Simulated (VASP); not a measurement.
Input of a VASP 6.6.1 run:

Contents of POSCAR:

```
GaN
1.0
   -0.0074965085      2.2414560331      2.2414560331
    2.2414560331     -0.0074965085      2.2414560331
    2.2414560331      2.2414560331     -0.0074965085
Ga N
1 1
Direct
   -0.0002488047     -0.0002488047     -0.0002488047
    0.2502488047      0.2502488047      0.2502488047
```

The input INCAR.step1:

```
PREC = Accurate ; ENCUT = 520
ISMEAR = 0 ; SIGMA = 0.01
LREAL = False ; LASPH = True
NELM = 60 ; NBANDS = 16
GGA = PE ; ALGO = Normal
EDIFF = 1E-4 ; LWAVE = True
LCHARG = False
```

The input INCAR.step2:

```
PREC = Accurate ; ENCUT = 520
EDIFF = 1E-6 ; ISMEAR = 0
SIGMA = 0.01 ; LREAL = False
LASPH = True ; NELM = 60
ALGO = Normal ; ISIF = 2
LWAVE = False ; LCHARG = False
METAGGA = R2SCAN ; LMIXTAU = True
NBANDS = 16 ; ISTART = 1
```

Contents of KPOINTS:

```
Automatic mesh
0
Gamma
  10 10 10
```

Potentials or basis: VASP PAW PBE potentials, release 64 (Ga_d, N).

Command:

```console
$ cat potpaw_PBE.64/Ga_d/POTCAR potpaw_PBE.64/N/POTCAR > POTCAR
$ cp INCAR.step1 INCAR
$ mpirun -np 1 vasp_std > vasp.out
$ cp INCAR.step2 INCAR
$ mpirun -np 1 vasp_std > vasp.out
```

Problem. What does it give for the pressure?

Solution. 2.3 GPa.

Problem. Estimate the band gap on the k mesh.

Solution. 2.17 eV.

Stress tensor (GPa, compression positive):
```
2.26 0.53 0.53
0.53 2.26 0.53
0.53 0.53 2.26
```

Caveat: the cell differs from its parent crystal (strain along [111] -0.5%); the structure was generated, so it needn't be the stable form of GaN; the PAW data sets were made with another functional, which shifts forces and pressure a little.
